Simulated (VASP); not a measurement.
Here is a VASP 6.6.1 calculation.

The input INCAR:

```
SYSTEM = BN
  PREC = Accurate
  ENCUT = 520
  EDIFF = 1E-6
  ISMEAR = 0
  SIGMA = 0.02
  LREAL = .FALSE.
  LASPH = .TRUE.
  NELM = 100
  ALGO = Normal
  ISIF = 2
  LWAVE = .FALSE.
  LCHARG = .TRUE.
  GGA = PE
  LELF = .TRUE.
  LVHAR = .TRUE.
  NBANDS = 16
```

Contents of KPOINTS:

```
Automatic mesh
0
G
  12 12 6
  0 0 0
```

The input POSCAR:

```
BN
1.0
    2.5285737692      0.0000000000      0.0000000000
   -1.2642868846      2.1898091194      0.0000000000
    0.0000000000      0.0000000000      4.1823459559
B N
2 2
Direct
    0.3333333333      0.6666666667      0.3128059551
    0.6666666667      0.3333333333      0.8128059551
    0.6666666667      0.3333333333      0.1871940449
    0.3333333333      0.6666666667      0.6871940449
```

Potentials or basis: VASP PAW PBE potentials, release 64 (B, N).

Run with:

```bash
$ cat potpaw_PBE.64/B/POTCAR potpaw_PBE.64/N/POTCAR > POTCAR
$ mpirun -np 1 vasp_std > vasp.out
```

Estimate the band gap on the k mesh.

5.15 eV, indirect (least direct gap 8.38 eV).

Predict the pressure.

12.3 GPa.

Forces on the atoms (eV/Å):
```
B    0.000  0.000  0.002
B    0.000  0.000  0.002
N    0.000  0.000 -0.002
N    0.000  0.000 -0.002
```

 A k mesh can miss the band edges.
